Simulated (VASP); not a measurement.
# BN (Fmm2) in VASP: a series of runs, part 2 of 2

VASP 6.6.1. Earlier steps stand in the parts before.

## 4. Single point, r2SCAN (equal strain along all axes, cell held: +3.0 %, then relaxed in part)

Input file POSCAR:

```
BN
1.0
    2.5766444250      0.0000000000      0.0000000000
    0.0000000000      7.1737995637      0.0000000000
    0.0000000000      0.0000000000      4.4587637214
B N
4 4
Direct
    0.5000000000      0.0000000000      0.5000732539
    0.5000000000      0.5000000000      0.0000732539
    0.0000000000      0.0000000000      0.0000732539
    0.0000000000      0.5000000000      0.5000732539
    0.5000000000      0.0000000000      0.1666267361
    0.5000000000      0.5000000000      0.6666267361
    0.0000000000      0.0000000000      0.6666267361
    0.0000000000      0.5000000000      0.1666267361
```

Input file INCAR.step1:

```
SYSTEM = BN
ALGO = Normal ; EDIFF = 1E-4
ENCUT = 520 ; GGA = PE
ISMEAR = 0 ; LASPH = .TRUE.
LCHARG = .FALSE. ; LREAL = .FALSE.
LWAVE = .TRUE. ; NBANDS = 26
NELM = 80 ; PREC = Accurate
SIGMA = 0.02
```

Input file INCAR.step2:

```
SYSTEM = BN
ALGO = Normal ; EDIFF = 1E-7
ENCUT = 520 ; ISIF = 2
ISMEAR = 0 ; ISTART = 1
LASPH = .TRUE. ; LCHARG = .TRUE.
LELF = .TRUE. ; LMIXTAU = .TRUE.
LREAL = .FALSE. ; LVHAR = .TRUE.
LWAVE = .FALSE. ; METAGGA = R2SCAN
NBANDS = 26 ; NELM = 80
PREC = Accurate ; SIGMA = 0.02
```

Input file KPOINTS:

```
k-points
0
G
  10 4 6
  0 0 0
```

Potentials or basis: VASP PAW PBE potentials, release 64 (B, N).

On the command line:

```
> cat potpaw_PBE.64/B/POTCAR potpaw_PBE.64/N/POTCAR > POTCAR
> cp INCAR.step1 INCAR
> mpirun -np 1 vasp_std > vasp.out
> cp INCAR.step2 INCAR
> mpirun -np 1 vasp_std > vasp.out
```

OUTCAR:

```text
SYSTEM = BN
   EDIFF = 1E-7
   ENCUT = 520
   ISIF = 2
   ISMEAR = 0
   ISTART = 1
   LASPH = .TRUE.
   LREAL = .FALSE.
   METAGGA = R2SCAN
   NELM = 80
   PREC = Accurate

 ion  position               nearest neighbor table
   1  0.500  0.000  0.500-   5 1.49   7 1.49   7 1.49
   2  0.500  0.500  0.000-   6 1.49   8 1.49   8 1.49
   3  0.000  0.000  0.000-   7 1.49   5 1.49   5 1.49
   4  0.000  0.500  0.500-   8 1.49   6 1.49   6 1.49
   5  0.500  0.000  0.167-   1 1.49   3 1.49   3 1.49
   6  0.500  0.500  0.667-   2 1.49   4 1.49   4 1.49
   7  0.000  0.000  0.667-   3 1.49   1 1.49   1 1.49
   8  0.000  0.500  0.167-   4 1.49   2 1.49   2 1.49

  LATTYP: Found a simple orthorhombic cell.
 ALAT       =     2.5766444250
 B/A-ratio  =     1.7304536389
 C/A-ratio  =     2.7841635788

  Lattice vectors:

 A1 = (  -2.5766444250,   0.0000000000,   0.0000000000)
 A2 = (   0.0000000000,   0.0000000000,   4.4587637214)
 A3 = (   0.0000000000,   7.1737995637,   0.0000000000)

Analysis of symmetry for initial positions (statically):
[... 206 lines left out ...]
  band No.  band energies     occupation
      1     -17.1450      2.00000
      2     -16.9841      2.00000
      3     -14.1767      2.00000
      4     -14.0910      2.00000
      5      -7.8880      2.00000
      6      -7.7225      2.00000
[... 685 lines left out ...]
     25      14.3072      0.00000
     26      14.3072      0.00000

 [... further k-points ...]

------------------------ aborting loop because EDIFF is reached ----------------------------------------

  FORCE on cell =-STRESS in cart. coord.  units (eV):
  Direction    XX          YY          ZZ          XY          YZ          ZX
  --------------------------------------------------------------------------------------
  -------------------------------------------------------------------------------------
  Total      -13.4783331     -0.3385304    -13.4545650      0.0000000      0.0000000      0.0000000
  in kB     -262.0164625     -6.5809726   -261.5544164      0.0000000      0.0000000      0.0000000
  external PRESSURE =    -176.7172838 kB  Pullay stress =       0.0000000 kB

 VOLUME and BASIS-vectors are now :
 -----------------------------------------------------------------------------
  energy-cutoff  :      520.00
  volume of cell :       82.42
      direct lattice vectors                 reciprocal lattice vectors
     2.576644425  0.000000000  0.000000000     0.388101668  0.000000000  0.000000000
     0.000000000  7.173799564  0.000000000     0.000000000  0.139396144  0.000000000
     0.000000000  0.000000000  4.458763721     0.000000000  0.000000000  0.224277415

 POSITION                                       TOTAL-FORCE (eV/Angst)
 -----------------------------------------------------------------------------------
      1.28832      0.00000      2.22971        -0.000000      0.000000     -0.001382
      1.28832      3.58690      0.00033        -0.000000      0.000000     -0.001382
      0.00000      0.00000      0.00033        -0.000000      0.000000     -0.001382
      0.00000      3.58690      2.22971         0.000000      0.000000     -0.001382
      1.28832      0.00000      0.74295         0.000000     -0.000000      0.001382
      1.28832      3.58690      2.97233         0.000000     -0.000000      0.001382
      0.00000      0.00000      2.97233         0.000000     -0.000000      0.001382
      0.00000      3.58690      0.74295         0.000000      0.000000      0.001382
 -----------------------------------------------------------------------------------
    total drift:                                0.000000      0.000000     -0.000494

  FREE ENERGIE OF THE ION-ELECTRON SYSTEM (eV)
  ---------------------------------------------------
  free  energy   TOTEN  =       -76.7862065395 eV

  energy  without entropy=      -76.7862065395  energy(sigma->0) =      -76.78620654
```

OUTCAR.step1:

```text
SYSTEM = BN
   EDIFF = 1E-4
   ENCUT = 520
   GGA = PE
   ISMEAR = 0
   LASPH = .TRUE.
   LREAL = .FALSE.
   NELM = 80
[... 953 lines left out ...]
      1.28832      3.58690      2.97233        -0.000000     -0.000000      0.000186
      0.00000      0.00000      2.97233         0.000000     -0.000000      0.000186
      0.00000      3.58690      0.74295         0.000000     -0.000000      0.000186
 -----------------------------------------------------------------------------------
    total drift:                                0.000000      0.000000     -0.000617

  FREE ENERGIE OF THE ION-ELECTRON SYSTEM (eV)
  ---------------------------------------------------
  free  energy   TOTEN  =       -70.0918473449 eV

  energy  without entropy=      -70.0918473449  energy(sigma->0) =      -70.09184734
```

OSZICAR.step1:

```text
N       E                     dE             d eps       ncg     rms          rms(c)
DAV:   1     0.128535324270E+03    0.12854E+03   -0.15925E+04  3744   0.114E+03
DAV:   2    -0.658255040304E+02   -0.19436E+03   -0.18151E+03  5072   0.258E+02
DAV:   3    -0.762023687319E+02   -0.10377E+02   -0.10300E+02  4996   0.600E+01
DAV:   4    -0.763359400535E+02   -0.13357E+00   -0.13344E+00  4796   0.741E+00
DAV:   5    -0.763383230312E+02   -0.23830E-02   -0.23822E-02  4882   0.963E-01    0.150E+01
DAV:   6    -0.706468988610E+02    0.56914E+01   -0.14327E+01  4410   0.210E+01    0.659E+00
DAV:   7    -0.702424621595E+02    0.40444E+00   -0.83459E-01  4794   0.527E+00    0.423E+00
DAV:   8    -0.700983646355E+02    0.14410E+00   -0.56773E-01  4682   0.379E+00    0.658E-01
DAV:   9    -0.700894597741E+02    0.89049E-02   -0.31171E-02  4584   0.105E+00    0.238E-01
DAV:  10    -0.700915735552E+02   -0.21138E-02   -0.32903E-03  4568   0.325E-01    0.590E-02
DAV:  11    -0.700918533003E+02   -0.27975E-03   -0.42108E-04  4620   0.125E-01    0.342E-02
DAV:  12    -0.700918473449E+02    0.59553E-05   -0.79215E-05  2976   0.542E-02
   1 F= -.70091847E+02 E0= -.70091847E+02  d E =-.131842E-34
```

Wall time 3.8 min (1 thread of Intel Xeon 6975P-C (Granite Rapids), shared host); peak memory 0.27 GiB.

Results:

```
Free energy            : -76.7862 eV
Pressure               : -17.7 GPa
Band gap on the k mesh : 4.22 eV
```

Caveat: the cell differs from its parent crystal (equal strain along all axes, cell held: +3.0 %, then relaxed in part); the stress differs along the axes, from -26 to -1 GPa; the PAW data sets were made with another functional, which shifts forces and pressure a little.

## 5. Overview

| cell | gap on the mesh (eV) | pressure (GPa) |
| --- | --- | --- |
| a = 2.464, b = 6.860, c = 4.343 Å, 8 atoms, atomic positions A | 4.13 | 4.9 |
| a = 2.464, b = 6.860, c = 4.368 Å, 8 atoms, atomic positions B | 4.13 | 2.9 |
| a = 2.577, b = 7.174, c = 4.459 Å, 8 atoms, atomic positions B | 4.22 | -17.7 |

Alike in all rows: task single point; level r2SCAN; potentials or basis VASP PAW PBE potentials, release 64 (B, N); no spin polarisation; k mesh 10 × 4 × 6; cutoff (eV) 520; smearing gaussian 0.02 eV.

Caveats: the PAW data sets were made with another functional, which shifts forces and pressure a little; the stress differs along the axes, from 0 to 14 GPa (at least some runs); the stress differs along the axes, from -5 to 14 GPa (at least some runs); the stress differs along the axes, from -26 to -1 GPa (at least some runs).

Total energies depend on the potentials used, so only differences within one code and one set of settings carry meaning.
